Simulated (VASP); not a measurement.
# Mo (R-3m) in VASP: a series of runs, part 2 of 2

VASP 6.6.1.

### 5 Single point, PBE

This run uses another cell than the first one, of the same volume but with other edges.

Contents of INCAR:

```
SYSTEM = Mo
ALGO     = Fast           ! electronic algorithm
EDIFF    = 1E-6           ! SCF threshold, eV
ENCUT    = 520            ! plane-wave cutoff, eV
GGA      = PE             ! functional
ISIF     = 2              ! what is computed and relaxed
ISMEAR   = 0              ! smearing method
LASPH    = .TRUE.         ! aspherical terms in the spheres
LCHARG   = .FALSE.        ! write CHGCAR
LREAL    = .FALSE.        ! projectors in reciprocal space
LWAVE    = .FALSE.        ! write WAVECAR
NBANDS   = 13             ! bands
NELM     = 60             ! most SCF steps
PREC     = Accurate       ! precision mode
SIGMA    = 0.15           ! smearing width, eV
```

Contents of KPOINTS:

```
k-points
0
G
  22 22 22
  0 0 0
```

Contents of POSCAR:

```
Mo
1.0
   -2.1749204840      1.6091951906      1.6091951906
    1.6091951906     -2.1749204840      1.6091951906
    1.6091951906      1.6091951906     -2.1749204840
Mo
1
Direct
    0.0000000000      0.0000000000      0.0000000000
```

Potentials or basis: VASP PAW PBE potentials, release 64 (Mo_sv).

On the command line:

```console
$ cat potpaw_PBE.64/Mo_sv/POTCAR > POTCAR
$ mpirun -np 1 vasp_std > vasp.out
```

OUTCAR:

```text
SYSTEM = Mo
   EDIFF = 1E-6
   ENCUT = 520
   GGA = PE
   ISIF = 2
   ISMEAR = 0
   LASPH = .TRUE.
   LREAL = .FALSE.
   NELM = 60
   PREC = Accurate

 ion  position               nearest neighbor table
   1  0.000  0.000  0.000-

  LATTYP: Found a trigonal (rhomboedric) cell.
 ALAT       =     3.1479036571
 COS(alpha) =    -0.4450602107

  Lattice vectors:

 A1 = (  -2.1749204840,   1.6091951906,   1.6091951906)
[... 555 lines left out ...]
      3     -20.9677      2.00000
      4     -20.8336      2.00000
      5       5.7748      2.00000
      6       6.6828      2.00000
      7      13.8750      0.00000
      8      14.3703      0.00000
      9      16.5087      0.00000
     10      22.1813      0.00000
     11      26.0940      0.00000
     12      30.1792      0.00000
     13      33.2914      0.00000

 [... further k-points ...]
[... 5 lines left out ...]
  --------------------------------------------------------------------------------------
  -------------------------------------------------------------------------------------
  Total       15.9980251     15.9980251     15.9980251     16.1713406     16.1713406     16.1713406
  in kB     1715.4111279   1715.4111279   1715.4111279   1733.9951396   1733.9951396   1733.9951396
  external PRESSURE =    1715.4111279 kB  Pullay stress =       0.0000000 kB

 VOLUME and BASIS-vectors are now :
 -----------------------------------------------------------------------------
  energy-cutoff  :      520.00
  volume of cell :       14.94
      direct lattice vectors                 reciprocal lattice vectors
    -2.174920484  1.609195191  1.609195191     0.143271982  0.407534516  0.407534516
     1.609195191 -2.174920484  1.609195191     0.407534516  0.143271982  0.407534516
     1.609195191  1.609195191 -2.174920484     0.407534516  0.407534516  0.143271982

 POSITION                                       TOTAL-FORCE (eV/Angst)
 -----------------------------------------------------------------------------------
      0.00000      0.00000      0.00000         0.000000      0.000000      0.000000
 -----------------------------------------------------------------------------------
    total drift:                               -0.000000      0.000000      0.000000

  FREE ENERGIE OF THE ION-ELECTRON SYSTEM (eV)
  ---------------------------------------------------
  free  energy   TOTEN  =        -4.5744770803 eV

  energy  without entropy=       -4.5646332412  energy(sigma->0) =       -4.56955516
```

OSZICAR:

```text
N       E                     dE             d eps       ncg     rms          rms(c)
DAV:   1     0.105924959321E+03    0.10592E+03   -0.82549E+03 26873   0.112E+03
DAV:   2    -0.349220666110E+01   -0.10942E+03   -0.10514E+03 30459   0.325E+02
DAV:   3    -0.478311227306E+01   -0.12909E+01   -0.12873E+01 30354   0.352E+01
DAV:   4    -0.478654608796E+01   -0.34338E-02   -0.34338E-02 29639   0.220E+00
DAV:   5    -0.478657108121E+01   -0.24993E-04   -0.24994E-04 30689   0.168E-01    0.654E+01
RMM:   6    -0.462102016515E+01    0.16555E+00   -0.70711E-02 28747   0.253E+00    0.384E+01
RMM:   7    -0.457851351249E+01    0.42507E-01   -0.11510E-01 30864   0.339E+00    0.510E-01
RMM:   8    -0.457457570648E+01    0.39378E-02   -0.53718E-03 28202   0.765E-01    0.401E-01
RMM:   9    -0.457447577046E+01    0.99936E-04   -0.55415E-04 30724   0.267E-01    0.445E-02
RMM:  10    -0.457447731214E+01   -0.15417E-05   -0.40681E-05 30456   0.781E-02    0.111E-02
RMM:  11    -0.457447708034E+01    0.23180E-06   -0.36990E-06 25347   0.245E-02
   1 F= -.45744771E+01 E0= -.45695552E+01  d E =-.984384E-02
```

Run time: 100 s. Hardware: 1 thread of AMD EPYC 9R45 (Zen 5), shared host; peak memory 0.27 GiB.

What came out:

| Quantity | Value |
| --- | --- |
| Free energy | -4.5745 eV |
| Pressure | 171.5 GPa |
| Band gap on the k mesh | zero (band 7 reaches 15.91 eV, above the bottom of band 8 at 9.74 eV) |

Levels at points of the mesh, in eV from the Fermi level:
```tsv
k point	band 3	band 4	band 5	band 6	band 7	band 8	band 9	band 10	band 11	band 12
(0.00, 0.00, 0.00)	-36.62	-28.27	-9.39	-4.16	-3.47	-3.47	9.12	10.12	10.12	18.69
(0.50, 0.00, 0.00)	-33.89	-33.76	-8.28	-7.41	1.60	2.54	5.62	5.66	11.95	17.48
(0.50, 0.50, 0.00)	-36.74	-28.28	-7.40	-5.35	-0.86	0.09	5.83	9.76	10.18	10.38
(0.50, 0.50, 0.50)	-33.93	-33.93	-8.44	-8.44	2.70	2.70	9.54	10.11	10.11	13.92
```

### 6 Single point, PBE

Contents of INCAR:

```
  PREC = Accurate
  ENCUT = 520
  EDIFF = 1E-6
  ISMEAR = 0
  SIGMA = 0.15
  LREAL = False
  LASPH = True
  NELM = 60
  ALGO = Fast
  ISIF = 2
  LWAVE = False
  LCHARG = False
  GGA = PE
  NBANDS = 13
```

Contents of KPOINTS:

```
Automatic mesh
0
Gamma
  22 22 22
```

Contents of POSCAR:

```
Mo
1.0
   -0.9275175886      1.6173450105      1.6173450105
    1.6173450105     -0.9275175886      1.6173450105
    1.6173450105      1.6173450105     -0.9275175886
Mo
1
Direct
    0.0000000000      0.0000000000      0.0000000000
```

Potentials or basis: VASP PAW PBE potentials, release 64 (Mo_sv).

On the command line:

```console
$ cat potpaw_PBE.64/Mo_sv/POTCAR > POTCAR
$ mpirun -np 1 vasp_std > vasp.out
```

OUTCAR:

```text
PREC = Accurate
   ENCUT = 520
   EDIFF = 1E-6
   ISMEAR = 0
   LREAL = False
   LASPH = True
   NELM = 60
   ISIF = 2
   GGA = PE

 ion  position               nearest neighbor table
   1  0.000  0.000  0.000-

  LATTYP: Found a trigonal (rhomboedric) cell.
 ALAT       =     2.4681771904
 COS(alpha) =    -0.0631046292

  Lattice vectors:

 A1 = (  -0.9275175886,   1.6173450105,   1.6173450105)
 A2 = (   1.6173450105,  -0.9275175886,   1.6173450105)
 A3 = (   1.6173450105,   1.6173450105,  -0.9275175886)

Analysis of symmetry for initial positions (statically):
=====================================================================
 Subroutine PRICEL returns:
 Original cell was already a primitive cell.

 Routine SETGRP: Setting up the symmetry group for a
 trigonal (rhombohedral) supercell.

 Subroutine GETGRP returns: Found 12 space group operations
 (whereof 12 operations were pure point group operations)
 out of a pool of 12 trial point group operations.

The static configuration has the point symmetry D_3d.

Analysis of symmetry for dynamics (positions and initial velocities):
=====================================================================
 Subroutine PRICEL returns:
 Original cell was already a primitive cell.

 Routine SETGRP: Setting up the symmetry group for a
 trigonal (rhombohedral) supercell.

 Subroutine GETGRP returns: Found 12 space group operations
 (whereof 12 operations were pure point group operations)
 out of a pool of 12 trial point group operations.

The dynamic configuration has the point symmetry D_3d.

 Subroutine INISYM returns: Found 12 space group operations
 (whereof 12 operations are pure point group operations),
 and found     1 'primitive' translations

----------------------------------------------------------------------------------------

                                     Primitive cell

  volume of cell :      14.9420

  direct lattice vectors                    reciprocal lattice vectors
    -0.927517589  1.617345011  1.617345011    -0.117488690  0.275459833  0.275459833
     1.617345011 -0.927517589  1.617345011     0.275459833 -0.117488690  0.275459833
     1.617345011  1.617345011 -0.927517589     0.275459833  0.275459833 -0.117488690

  length of vectors
     2.468177190  2.468177190  2.468177190     0.406890442  0.406890442  0.406890442

  position of ions in fractional coordinates (direct lattice)
     0.000000000  0.000000000  0.000000000

  ion indices of the primitive-cell ions
   primitive index   ion index
                 1           1

----------------------------------------------------------------------------------------

 KPOINTS: Automatic mesh

Automatic generation of k-mesh.
 Grid dimensions read from file:
 generate k-points for:   22   22   22

 Generating k-lattice:

  Cartesian coordinates                     Fractional coordinates (reciprocal lattice)
    -0.005340395  0.012520902  0.012520902     0.045454545  0.000000000  0.000000000
     0.012520902 -0.005340395  0.012520902     0.000000000  0.045454545  0.000000000
     0.012520902  0.012520902 -0.005340395     0.000000000  0.000000000  0.045454545

  Length of vectors
     0.018495020  0.018495020  0.018495020

  Shift w.r.t. Gamma in fractional coordinates (k-lattice)
     0.000000000  0.000000000  0.000000000

 Subroutine IBZKPT returns following result:
 ===========================================

 Found   1024 irreducible k-points:

 Following reciprocal coordinates:
            Coordinates               Weight
  0.000000  0.000000  0.000000      1.000000
  0.045455  0.000000  0.000000      6.000000
  0.090909  0.000000  0.000000      6.000000
  0.136364  0.000000  0.000000      6.000000
  0.181818  0.000000 -0.000000      6.000000
  0.227273 -0.000000 -0.000000      6.000000
[... 16 lines left out ...]
  0.500000  0.045455  0.000000     12.000000
 -0.454545  0.045455  0.000000     12.000000
 [... further k-points ...]
   k-points           NKPTS =   1024   k-points in BZ     NKDIM =   1024   number of bands    NBANDS=     13
   number of dos      NEDOS =    301   number of ions     NIONS =      1
   total plane-waves  NPLWV =   5832
   dimension x,y,z NGX =    18 NGY =   18 NGZ =   18
   dimension x,y,z NGXF=    36 NGYF=   36 NGZF=   36
   ions per type =               1
   NGX,Y,Z   is equivalent  to a cutoff of  12.12, 12.12, 12.12 a.u.
   NGXF,Y,Z  is equivalent  to a cutoff of  24.25, 24.25, 24.25 a.u.
 SYSTEM =  unknown system
   PREC   = accura    normal or accurate (medium, high low for compatibility)
   ISTART =      0    job   : 0-new  1-cont  2-samecut
   ICHARG =      2    charge: 1-file 2-atom 10-const
   ISPIN  =      1    spin polarized calculation?
   LNONCOLLINEAR =      F non collinear calculations
   LSORBIT =      F    spin-orbit coupling
   LASPH  =      T    aspherical Exc in radial PAW
   ENCUT  =  520.0 eV  38.22 Ry    6.18 a.u.   4.59  4.59  4.59*2*pi/ulx,y,z
   NELM   =     60;   NELMIN=  2; NELMDL= -5     # of ELM steps
   EDIFF  = 0.1E-05   stopping-criterion for ELM
   LREAL  =      F    real-space projection
   EDIFFG = 0.1E-04   stopping-criterion for IOM
   NSW    =      0    number of steps for IOM
   IBRION =     -1    ionic relax: 0-MD 1-quasi-New 2-CG
   NFREE  =      0    steps in history (QN), initial steepest desc. (CG)
   ISIF   =      2    stress and relaxation
   ISYM   =      2    0-nonsym 1-usesym 2-fastsym
   POTIM  = 0.5000    time-step for ionic-motion
   TEBEG  =    0.0;   TEEND  =   0.0 temperature during run
   PSTRESS=    0.0 pullay stress
   NELECT =      14.0000    total number of electrons
   NUPDOWN=      -1.0000    fix difference up-down
   EMIN   =  10.00;   EMAX   =-10.00  energy-range for DOS
   EFERMI =   0.00;   METHOD = LEGACY
   ISMEAR =     0;   SIGMA  =   0.15  broadening in eV -4-tet -1-fermi 0-gaus
   EFERMI_NEDOS =   21; number of points for ismear=-14 and -15
   IALGO  =     68    algorithm
   IMIX   =      4    mixing-type and parameters
     AMIX     =   0.40;   BMIX     =  1.00
     AMIX_MAG =   1.60;   BMIX_MAG =  1.00
  volume/ion in A,a.u.               =      14.94       100.83
  Fermi-wavevector in a.u.,A,eV,Ry     =   1.601946  3.027239 34.915702  2.566232
  Thomas-Fermi vector in A             =   2.698844
   LORBIT       =      0    0 simple, 1 ext, 2 COOP (PROOUT), +10 PAW based schemes
   GGA     = PE    functional components
   LHFCALC =     F    Hartree Fock is set to
   AEXX    =    0.0000 exact exchange contribution
   IVDW    =     0    specifies the selected vdW correction
   LEPSILON=     F    determine dielectric tensor
   LRPA    =     F    only Hartree local field effects (RPA)
 non-spin polarized calculation
 RMM-DIIS sequential band-by-band and
 Gauss-broadening in eV      SIGMA  =   0.15
  energy-cutoff  :      520.00
  volume of cell :       14.94
 maximum number of plane-waves:       419
   NGX =  9   NGY =  9   NGZ =  9

 number of electron      13.9999993 magnetization

 Free energy of the ion-electron system (eV)
  ---------------------------------------------------
  ext. energy  EPLUGINS =         0.00000000
  ---------------------------------------------------
  free energy    TOTEN  =        -9.55536306 eV

  energy without entropy =       -9.54459870  energy(sigma->0) =       -9.54998088

 E-fermi :  13.2799     XC(G=0): -13.5030

 val. band max:       13.2795968115   @ k =   0.3182   0.2727   0.0455
 cond. band min:      13.2821541007   @ k =  -0.4091   0.5000   0.1364
 fundamental gap:      0.0025572892
 Fermi energy:        13.2798835558

 k-point     1 :       0.0000    0.0000    0.0000
  band No.  band energies     occupation
      1     -48.0559      2.00000
      2     -20.9869      2.00000
      3     -20.8250      2.00000
      4     -20.8250      2.00000
      5       6.2186      2.00000
      6       8.1910      2.00000
      7       8.1910      2.00000
      8      17.6185      0.00000
      9      17.9122      0.00000
     10      17.9122      0.00000
     11      29.3143      0.00000
     12      29.3143      0.00000
     13      31.7084      0.00000
[... 353 lines left out ...]
 k-point    24 :      -0.4545    0.0455    0.0000
  band No.  band energies     occupation
      1     -47.7058      2.00000
      2     -23.1294      2.00000
      3     -20.7497      2.00000
      4     -20.6346      2.00000
      5       9.2159      2.00000
      6       9.3833      2.00000
      7      12.6242      2.00000
      8      14.1268      0.00000
      9      14.8048      0.00000
     10      18.1311      0.00000
     11      24.2808      0.00000
     12      28.1122      0.00000
     13      34.0415      0.00000

 [... further k-points ...]
[... 5 lines left out ...]
  --------------------------------------------------------------------------------------
  -------------------------------------------------------------------------------------
  Total        3.9783713      3.9783713      3.9783713     -0.8265460     -0.8265460     -0.8265460
  in kB      426.5865510    426.5865510    426.5865510    -88.6275767    -88.6275767    -88.6275767
  external PRESSURE =     426.5865510 kB  Pullay stress =       0.0000000 kB

 VOLUME and BASIS-vectors are now :
 -----------------------------------------------------------------------------
  energy-cutoff  :      520.00
  volume of cell :       14.94
      direct lattice vectors                 reciprocal lattice vectors
    -0.927517589  1.617345011  1.617345011    -0.117488690  0.275459833  0.275459833
     1.617345011 -0.927517589  1.617345011     0.275459833 -0.117488690  0.275459833
     1.617345011  1.617345011 -0.927517589     0.275459833  0.275459833 -0.117488690

 POSITION                                       TOTAL-FORCE (eV/Angst)
 -----------------------------------------------------------------------------------
      0.00000      0.00000      0.00000        -0.000000      0.000000     -0.000000
 -----------------------------------------------------------------------------------
    total drift:                                0.000000     -0.000000      0.000000

  FREE ENERGIE OF THE ION-ELECTRON SYSTEM (eV)
  ---------------------------------------------------
  free  energy   TOTEN  =        -9.5553630638 eV

  energy  without entropy=       -9.5445987031  energy(sigma->0) =       -9.54998088
```

OSZICAR:

```text
N       E                     dE             d eps       ncg     rms          rms(c)
DAV:   1     0.967686729693E+02    0.96769E+02   -0.81179E+03 27005   0.111E+03
DAV:   2    -0.871639836300E+01   -0.10549E+03   -0.10105E+03 30274   0.314E+02
DAV:   3    -0.988358993117E+01   -0.11672E+01   -0.11634E+01 30514   0.334E+01
DAV:   4    -0.988639330337E+01   -0.28034E-02   -0.28033E-02 29944   0.196E+00
DAV:   5    -0.988641149813E+01   -0.18195E-04   -0.18196E-04 30949   0.142E-01    0.177E+01
RMM:   6    -0.959805494500E+01    0.28836E+00   -0.32125E-01 26668   0.546E+00    0.723E+00
RMM:   7    -0.955711193114E+01    0.40943E-01   -0.11349E-01 27116   0.331E+00    0.815E-01
RMM:   8    -0.955546278233E+01    0.16491E-02   -0.84327E-03 28905   0.989E-01    0.827E-02
RMM:   9    -0.955536643122E+01    0.96351E-04   -0.65835E-04 30836   0.309E-01    0.401E-02
RMM:  10    -0.955536387504E+01    0.25562E-05   -0.11292E-04 30818   0.130E-01    0.159E-02
RMM:  11    -0.955536299443E+01    0.88061E-06   -0.15765E-05 28745   0.402E-02    0.218E-03
RMM:  12    -0.955536306378E+01   -0.69351E-07   -0.41510E-06 21547   0.186E-02
   1 F= -.95553631E+01 E0= -.95499809E+01  d E =-.107644E-01
```

stdout:

```text
POSCAR found type information on POSCAR Mo
 POSCAR found :  1 types and       1 ions
 scaLAPACK will be used
 LDA part: xc-table for (Slater+PW92), standard interpolation
 POSCAR, INCAR and KPOINTS ok, starting setup
 FFT: planning ... GRIDC
 FFT: planning ... GRID_SOFT
 FFT: planning ... GRID
 WAVECAR not read
 entering main loop
```

Run time: 60 s. Hardware: 1 thread of AMD EPYC 9R45 (Zen 5), shared host; peak memory 0.24 GiB.

What came out:

```yaml
Free_energy: -9.5554 eV
Pressure: 42.7 GPa
Band_gap_on_the_k_mesh: zero (band 7 reaches 14.91 eV, above the bottom of band 8 at 11.88 eV)
```

Levels at points of the mesh, in eV from the Fermi level:
```tsv
k point	band 3	band 4	band 5	band 6	band 7	band 8	band 9	band 10	band 11	band 12
(0.00, 0.00, 0.00)	-34.10	-34.10	-7.06	-5.09	-5.09	4.34	4.63	4.63	16.03	16.03
(0.50, 0.00, 0.00)	-34.00	-33.89	-4.09	-3.96	0.22	0.68	0.85	4.95	11.15	14.54
(0.50, 0.50, 0.00)	-35.99	-33.75	-6.69	-2.77	1.28	1.74	5.94	7.43	7.51	15.70
(0.50, 0.50, 0.50)	-35.88	-35.59	-5.13	-5.13	-3.97	7.23	7.68	7.68	14.32	14.32
```

### 7 Summary

```csv
cell,gap on the mesh (eV),pressure (GPa)
"a = 2.469 Å, angles 86.0°, 1 atom",none,42.4
"a = 2.818 Å, angles 112.6°, 1 atom",none,26.3
"a = 2.583 Å, angles 105.4°, 1 atom",none,22.6
"a = 3.148 Å, angles 116.4°, 1 atom",none,171.5
"a = 2.468 Å, angles 93.6°, 1 atom",none,42.7
```

Alike in all rows: task single point; level PBE; potentials or basis VASP PAW PBE potentials, release 64 (Mo_sv); no spin polarisation; k mesh 22 × 22 × 22; cutoff (eV) 520; smearing gaussian 0.15 eV.

Total energies depend on the potentials used, so only differences within one code and one set of settings carry meaning.
